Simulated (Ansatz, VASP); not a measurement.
# CsI in VASP and in Ansatz

Contents of INCAR:

```
PREC = Accurate
ENCUT = 500
EDIFF = 1E-7
ISMEAR = 0
SIGMA = 0.02
LREAL = False
LASPH = True
NELM = 120
ALGO = Normal
ISIF = 3
LWAVE = False
LCHARG = False
GGA = PE
IVDW = 12
IBRION = 2
NSW = 70
EDIFFG = -0.005
GGA_COMPAT = False
NELMIN = 4
```

File KPOINTS:

```
Automatic mesh
0
Gamma
  6 6 6
```

Contents of POSCAR:

```
CsI
1.0
    4.6660143501      0.0000000000      0.0000000000
    0.0000000000      4.6660143501      0.0000000000
    0.0000000000      0.0000000000      4.6660143501
Cs I
1 1
Direct
    0.0000000000      0.0000000000      0.0000000000
    0.5000000000      0.5000000000      0.5000000000
```

Input for Ansatz:

```yaml
crystal:
  lattice:
    - [4.6660143501, 0.0, 0.0]
    - [0.0, 4.6660143501, 0.0]
    - [0.0, 0.0, 4.6660143501]
  atoms:
    - { symbol: Cs, position: [0.0, 0.0, 0.0] }
    - { symbol: I, position: [0.5, 0.5, 0.5] }
basis:
  ecutwfc: 420
kpoints:
  mp_grid: { grid: [6, 6, 6] }
hamiltonian:
  xc: pbe
  dispersion: d3bj
scf:
  occupations: { method: gaussian, width: 0.02 }
output:
  forces: true
  stress: true
  eigenvalues: true
relax:
  adjacent_minimum: "off"
  f_tol: 0.005
  max_steps: 50
  cell: { stress_tol: 0.05 }
```

Alike in both runs: task relaxation of cell and atoms; functional PBE; dispersion D3(BJ); k mesh 6 × 6 × 6; occupations gaussian, width 0.02 eV; no spin polarisation.

|  | VASP | Ansatz |
| --- | --- | --- |
| version | VASP 6.6.1 | Ansatz 0.2.0 |
| potentials or method | VASP PAW PBE potentials, release 64 (Cs_sv, I), cutoff 500 eV | scalar-relativistic, plane waves, PAW |
| valence electrons in the cell | 16 | 26 |

|  | VASP | Ansatz | Ansatz less VASP |
| --- | --- | --- | --- |
| gap on the k mesh at the Fermi level, each at its own relaxed structure (eV) | 3.88 | 3.90 | +0.025 |
| relaxed volume (Å³/atom) | 47.58 | 47.42 | -0.159 |
| relaxed cell length with the largest relative difference (Å) | 4.565 | 4.560 | -0.0051 |

VASP's potentials hold 16 valence electrons a cell and Ansatz's 26, so a difference there can come from the potentials and not from the codes.

Neither program's run includes spin-orbit coupling.
